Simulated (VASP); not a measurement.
Write the native input for VASP 6.6.1 that does the following.

* Task: single point
* Functional: LDA
* Potentials or basis: VASP PAW LDA potentials, release 64 (Hg)
* Cutoff: 520 eV
* k mesh: 11 × 11 × 11
* Occupations: methfessel-paxton, width 1 eV
* Spin: no spin polarisation
* Dipole correction: no
* Further INCAR settings: ALGO = Normal; EDIFF = 1e-06; NBANDS = 12

The structure of Hg lies in POSCAR:

```
Hg
1.0
    1.7463233735      1.0082402698      2.1478810803
   -1.7463233735      1.0082402698      2.1478810803
    0.0000000000     -2.0164805396      2.1478810803
Hg
1
Direct
    0.0000000000      1.0000000000      0.0000000000
```

These files were run (other wordings do the same):

INCAR

```
SYSTEM = Hg
PREC = Accurate
ENCUT = 520
EDIFF = 1E-6
ISMEAR = 1
SIGMA = 1.0
LREAL = .False.
LASPH = .True.
NELM = 60
ALGO = Normal
ISIF = 2
LWAVE = .False.
LCHARG = .False.
NBANDS = 12
```

KPOINTS

```
Automatic mesh
0
Gamma
  11 11 11
  0 0 0
```

Potentials or basis: VASP PAW LDA potentials, release 64 (Hg).

Run with:

```bash
$ cat potpaw_LDA.64/Hg/POTCAR > POTCAR
$ mpirun -np 1 vasp_std > vasp.out
```

It gave:

```
Pressure               : 0.6 GPa
Band gap on the k mesh : zero (bands 6 and 7 overlap by 2.76 eV)
```

Caveat: so wide a smearing shifts energies and pressures; spin-orbit coupling is left out, which moves the levels of the heavy elements.

It took 27 s on 1 thread of Intel Xeon 8259CL, with other jobs on the host, peak memory 0.16 GiB.
